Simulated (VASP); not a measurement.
# LiHfAu (I4mm) in VASP: single point with PBE

Aim: the single point of LiHfAu with PBE.

All numbers are computed with VASP 6.6.1; they aren't measurements. Logs are shortened: lines on timing, memory, paths and dates and some standing lists are left out, and cuts for length are marked.

### 1 The cell of the first run

The structure is tetragonal, space group I4mm (No. 107). The conventional cell has a = 3.441 Å, b = 3.441 Å, c = 8.938 Å, α = 90.00°, β = 90.00°, γ = 90.00°. Within 3.6 Å of Li (site symmetry 4mm) lie 5 Au at 2.75 to 3.19 Å and 5 Hf at 2.86 to 2.92 Å and 4 Li at 3.44 Å. Within 3.8 Å of Hf (site symmetry 4mm) lie 5 Li at 2.86 to 2.92 Å and 5 Au at 2.88 to 2.90 Å and 4 Hf at 3.44 Å. Within 3.6 Å of Au (site symmetry 4mm) lie 5 Li at 2.75 to 3.19 Å and 5 Hf at 2.88 to 2.90 Å and 4 Au at 3.44 Å.

### 2 Single point, PBE

File INCAR:

```
  PREC = Accurate
  ENCUT = 520
  EDIFF = 1E-6
  ISMEAR = -1
  SIGMA = 0.15
  LREAL = False
  LASPH = True
  NELM = 80
  ALGO = Fast
  ISIF = 2
  LWAVE = False
  LCHARG = True
  GGA = PE
  LELF = True
  LVHAR = True
  NBANDS = 19
```

File KPOINTS:

```
Automatic mesh
0
Gamma
  16 16 16
```

File POSCAR:

```
LiHfAu
1.0
   -1.7207079683      1.7207079683      4.4689871035
    1.7207079683     -1.7207079683      4.4689871035
    1.7207079683      1.7207079683     -4.4689871035
Li Hf Au
1 1 1
Direct
    0.6791200656      0.6791200656      0.0000000000
   -0.0008044588     -0.0008044588      0.0000000000
    0.3216843931      0.3216843931      0.0000000000
```

Potentials or basis: VASP PAW PBE potentials, release 64 (Li_sv, Hf_pv, Au).

On the command line:

```
cat potpaw_PBE.64/Li_sv/POTCAR potpaw_PBE.64/Hf_pv/POTCAR potpaw_PBE.64/Au/POTCAR > POTCAR
mpirun -np 1 vasp_std > vasp.out
```

OUTCAR:

```text
PREC = Accurate
   ENCUT = 520
   EDIFF = 1E-6
   ISMEAR = -1
   LREAL = False
   LASPH = True
   NELM = 80
   ISIF = 2
   GGA = PE

 ion  position               nearest neighbor table
   1  0.679  0.679  0.000-   3 2.75   3 2.75   3 2.75   3 2.75   2 2.86   2 2.92   2 2.92   2 2.92
                             2 2.92
   2  0.999  0.999  0.000-   1 2.86   3 2.88   3 2.90   3 2.90   3 2.90   3 2.90   1 2.92   1 2.92
                             1 2.92   1 2.92
   3  0.322  0.322  0.000-   1 2.75   1 2.75   1 2.75   1 2.75   2 2.88   2 2.90   2 2.90   2 2.90
                             2 2.90

  LATTYP: Found a body centered tetragonal cell.
 ALAT       =     3.4414159366
 C/A-ratio  =     2.5971792924

  Lattice vectors:

 A1 = (  -1.7207079683,   1.7207079683,   4.4689871035)
 A2 = (   1.7207079683,  -1.7207079683,   4.4689871035)
 A3 = (   1.7207079683,   1.7207079683,  -4.4689871035)

Analysis of symmetry for initial positions (statically):
=====================================================================
 Subroutine PRICEL returns:
 Original cell was already a primitive cell.

 Routine SETGRP: Setting up the symmetry group for a
 body centered tetragonal supercell.

 Subroutine GETGRP returns: Found  8 space group operations
 (whereof  8 operations were pure point group operations)
 out of a pool of 16 trial point group operations.

The static configuration has the point symmetry C_4v.

Analysis of symmetry for dynamics (positions and initial velocities):
=====================================================================
 Subroutine PRICEL returns:
 Original cell was already a primitive cell.

 Routine SETGRP: Setting up the symmetry group for a
 body centered tetragonal supercell.

 Subroutine GETGRP returns: Found  8 space group operations
 (whereof  8 operations were pure point group operations)
 out of a pool of 16 trial point group operations.

The dynamic configuration has the point symmetry C_4v.

 Subroutine INISYM returns: Found  8 space group operations
 (whereof  8 operations are pure point group operations),
 and found     1 'primitive' translations

----------------------------------------------------------------------------------------

                                     Primitive cell

  volume of cell :      52.9278

  direct lattice vectors                    reciprocal lattice vectors
    -1.720707968  1.720707968  4.468987103     0.000000000  0.290578070  0.111882176
     1.720707968 -1.720707968  4.468987103     0.290578070  0.000000000  0.111882176
     1.720707968  1.720707968 -4.468987103     0.290578070  0.290578070  0.000000000

  length of vectors
     5.088567338  5.088567338  5.088567338     0.311373146  0.311373146  0.410939447

  position of ions in fractional coordinates (direct lattice)
     0.679120066  0.679120066  0.000000000
     0.999195541  0.999195541  0.000000000
     0.321684393  0.321684393  0.000000000

  ion indices of the primitive-cell ions
   primitive index   ion index
                 1           1
                 2           2
                 3           3

----------------------------------------------------------------------------------------

 KPOINTS: Automatic mesh

Automatic generation of k-mesh.
 Grid dimensions read from file:
 generate k-points for:   16   16   16

 Generating k-lattice:

  Cartesian coordinates                     Fractional coordinates (reciprocal lattice)
     0.000000000  0.018161129  0.006992636     0.062500000 -0.000000000  0.000000000
     0.018161129  0.000000000  0.006992636    -0.000000000  0.062500000  0.000000000
     0.018161129  0.018161129  0.000000000     0.000000000  0.000000000  0.062500000

  Length of vectors
     0.019460822  0.019460822  0.025683715

  Shift w.r.t. Gamma in fractional coordinates (k-lattice)
     0.000000000  0.000000000  0.000000000

 Subroutine IBZKPT returns following result:
 ===========================================

 Found    349 irreducible k-points:

 Following reciprocal coordinates:
            Coordinates               Weight
  0.000000  0.000000  0.000000      1.000000
  0.062500  0.000000 -0.000000      8.000000
  0.125000  0.000000 -0.000000      8.000000
  0.187500  0.000000  0.000000      8.000000
  0.250000  0.000000 -0.000000      8.000000
  0.312500  0.000000 -0.000000      8.000000
[... 16 lines left out ...]
 -0.125000  0.062500  0.000000     16.000000
 -0.062500  0.062500  0.000000      4.000000
 [... further k-points ...]
   k-points           NKPTS =    349   k-points in BZ     NKDIM =    349   number of bands    NBANDS=     19
   number of dos      NEDOS =    301   number of ions     NIONS =      3
   total plane-waves  NPLWV =  64000
   dimension x,y,z NGX =    40 NGY =   40 NGZ =   40
   dimension x,y,z NGXF=    80 NGYF=   80 NGZF=   80
   ions per type =               1   1   1
   NGX,Y,Z   is equivalent  to a cutoff of  13.07, 13.07, 13.07 a.u.
   NGXF,Y,Z  is equivalent  to a cutoff of  26.14, 26.14, 26.14 a.u.
 SYSTEM =  unknown system
   PREC   = accura    normal or accurate (medium, high low for compatibility)
   ISTART =      0    job   : 0-new  1-cont  2-samecut
   ICHARG =      2    charge: 1-file 2-atom 10-const
   ISPIN  =      1    spin polarized calculation?
   LNONCOLLINEAR =      F non collinear calculations
   LSORBIT =      F    spin-orbit coupling
   LASPH  =      T    aspherical Exc in radial PAW
   ENCUT  =  520.0 eV  38.22 Ry    6.18 a.u.   9.46  9.46  9.46*2*pi/ulx,y,z
   NELM   =     80;   NELMIN=  2; NELMDL= -5     # of ELM steps
   EDIFF  = 0.1E-05   stopping-criterion for ELM
   LREAL  =      F    real-space projection
   EDIFFG = 0.1E-04   stopping-criterion for IOM
   NSW    =      0    number of steps for IOM
   IBRION =     -1    ionic relax: 0-MD 1-quasi-New 2-CG
   NFREE  =      0    steps in history (QN), initial steepest desc. (CG)
   ISIF   =      2    stress and relaxation
   ISYM   =      2    0-nonsym 1-usesym 2-fastsym
   POTIM  = 0.5000    time-step for ionic-motion
   TEBEG  =    0.0;   TEEND  =   0.0 temperature during run
   PSTRESS=    0.0 pullay stress
   NELECT =      24.0000    total number of electrons
   NUPDOWN=      -1.0000    fix difference up-down
   EMIN   =  10.00;   EMAX   =-10.00  energy-range for DOS
   EFERMI =   0.00;   METHOD = LEGACY
   ISMEAR =    -1;   SIGMA  =   0.15  broadening in eV -4-tet -1-fermi 0-gaus
   EFERMI_NEDOS =   21; number of points for ismear=-14 and -15
   IALGO  =     68    algorithm
   IMIX   =      4    mixing-type and parameters
     AMIX     =   0.40;   BMIX     =  1.00
     AMIX_MAG =   1.60;   BMIX_MAG =  1.00
  volume/ion in A,a.u.               =      17.64       119.06
  Fermi-wavevector in a.u.,A,eV,Ry     =   1.257720  2.376747 21.522520  1.581861
  Thomas-Fermi vector in A             =   2.391365
   LORBIT       =      0    0 simple, 1 ext, 2 COOP (PROOUT), +10 PAW based schemes
   GGA     = PE    functional components
   LHFCALC =     F    Hartree Fock is set to
   AEXX    =    0.0000 exact exchange contribution
   IVDW    =     0    specifies the selected vdW correction
   LEPSILON=     F    determine dielectric tensor
   LRPA    =     F    only Hartree local field effects (RPA)
 non-spin polarized calculation
 RMM-DIIS sequential band-by-band and
  energy-cutoff  :      520.00
  volume of cell :       52.93
 maximum number of plane-waves:      1448
 NGX is ok and might be reduce to    40
   NGX = 19   NGY = 19   NGZ = 19

 number of electron      24.0000003 magnetization

 Free energy of the ion-electron system (eV)
  ---------------------------------------------------
  ext. energy  EPLUGINS =         0.00000000
  ---------------------------------------------------
  free energy    TOTEN  =       -15.86904219 eV

  energy without entropy =      -15.72395506  energy(sigma->0) =      -15.79649862

 E-fermi :   5.9260     XC(G=0): -10.9751

 val. band max:        5.9258375385   @ k =   0.5000   0.5000   0.3125
 cond. band min:       5.9271732062   @ k =  -0.4375  -0.4375   0.1875
 fundamental gap:      0.0013356677
 Fermi energy:         5.9260356926

 k-point     1 :       0.0000    0.0000    0.0000
  band No.  band energies     occupation
      1     -39.6246      2.00000
      2     -25.5664      2.00000
      3     -25.3132      2.00000
      4     -25.3132      2.00000
      5      -2.0981      2.00000
      6       0.2105      2.00000
[... 11 lines left out ...]
     18      15.2018      0.00000
     19      15.2197      0.00000

 k-point     2 :       0.0625    0.0000   -0.0000
  band No.  band energies     occupation
      1     -39.6245      2.00000
      2     -25.5658      2.00000
      3     -25.3204      2.00000
      4     -25.3126      2.00000
      5      -2.0324      2.00000
      6       0.2281      2.00000
[... 11 lines left out ...]
     18      14.4828      0.00000
     19      15.1462      0.00000

 k-point     3 :       0.1250    0.0000   -0.0000
  band No.  band energies     occupation
      1     -39.6243      2.00000
      2     -25.5640      2.00000
      3     -25.3407      2.00000
      4     -25.3109      2.00000
      5      -1.8402      2.00000
      6       0.2534      2.00000
[... 11 lines left out ...]
     18      13.3712      0.00000
     19      14.9934      0.00000

 k-point     4 :       0.1875    0.0000    0.0000
  band No.  band energies     occupation
      1     -39.6240      2.00000
      2     -25.5612      2.00000
      3     -25.3710      2.00000
      4     -25.3084      2.00000
      5      -1.5381      2.00000
      6       0.2666      2.00000
[... 407 lines left out ...]
     18      12.7766      0.00000
     19      14.5784      0.00000

 k-point    23 :      -0.1250    0.0625    0.0000
  band No.  band energies     occupation
      1     -39.6242      2.00000
      2     -25.5631      2.00000
      3     -25.3401      2.00000
      4     -25.3181      2.00000
      5      -1.8033      2.00000
      6       0.2925      2.00000
[... 11 lines left out ...]
     18      13.6388      0.00000
     19      14.7274      0.00000

 k-point    24 :      -0.0625    0.0625    0.0000
  band No.  band energies     occupation
      1     -39.6244      2.00000
      2     -25.5650      2.00000
      3     -25.3200      2.00000
      4     -25.3195      2.00000
      5      -1.9813      2.00000
      6       0.2541      2.00000
[... 11 lines left out ...]
     18      14.5149      0.00000
     19      15.0949      0.00000

 [... further k-points ...]

------------------------ aborting loop because EDIFF is reached ----------------------------------------

  FORCE on cell =-STRESS in cart. coord.  units (eV):
  Direction    XX          YY          ZZ          XY          YZ          ZX
  --------------------------------------------------------------------------------------
  -------------------------------------------------------------------------------------
  Total       -0.1505212     -0.1505212     -0.1810111      0.0000000     -0.0000000      0.0000000
  in kB       -4.5564311     -4.5564311     -5.4793907      0.0000000     -0.0000000      0.0000000
  external PRESSURE =      -4.8640843 kB  Pullay stress =       0.0000000 kB

 VOLUME and BASIS-vectors are now :
 -----------------------------------------------------------------------------
  energy-cutoff  :      520.00
  volume of cell :       52.93
      direct lattice vectors                 reciprocal lattice vectors
    -1.720707968  1.720707968  4.468987103     0.000000000  0.290578070  0.111882176
     1.720707968 -1.720707968  4.468987103     0.290578070  0.000000000  0.111882176
     1.720707968  1.720707968 -4.468987103     0.290578070  0.290578070  0.000000000

 POSITION                                       TOTAL-FORCE (eV/Angst)
 -----------------------------------------------------------------------------------
      0.00000      0.00000      6.06996         0.000000      0.000000      0.003735
      0.00000      0.00000      8.93078        -0.000000     -0.000000     -0.033730
      0.00000      0.00000      2.87521         0.000000      0.000000      0.029995
 -----------------------------------------------------------------------------------
    total drift:                                0.000000      0.000000     -0.000220

  FREE ENERGIE OF THE ION-ELECTRON SYSTEM (eV)
  ---------------------------------------------------
  free  energy   TOTEN  =       -15.8690421863 eV

  energy  without entropy=      -15.7239550565  energy(sigma->0) =      -15.79649862
```

Wall time 34 min (1 thread of Intel Xeon Platinum 8175M at 2.50GHz (Skylake/Cascade Lake), shared host); peak memory 0.56 GiB.

What came out:

```yaml
Free_energy: -15.8690 eV
Largest_force: 0.034 eV/Å
Band_gap_on_the_k_mesh: zero (band 12 reaches 5.96 eV, above the bottom of band 13 at 5.84 eV)
```

Forces on the atoms (eV/Å):
```
Li   0.000  0.000  0.004
Hf   0.000  0.000 -0.034
Au   0.000  0.000  0.030
```

Levels at points of the mesh, in eV from the Fermi level:
```tsv
k point	band 10	band 11	band 12	band 13	band 14	band 15
(0.00, 0.00, 0.00)	-4.55	-1.95	-0.51	1.18	1.18	2.07
(0.50, 0.00, 0.00)	-3.44	-2.72	-0.12	0.29	0.45	1.65
(0.50, 0.50, 0.00)	-2.69	-2.08	-0.76	-0.09	0.85	3.28
(0.50, 0.50, 0.50)	-4.53	-4.29	-0.17	2.09	2.52	2.52
```

Caveat: the cutoff is under 1.25 times the usual one of these potentials, so pressure, stress and relaxed cells hold a basis-set (Pulay) error; spin-orbit coupling is left out, which moves the levels of the heavy elements.
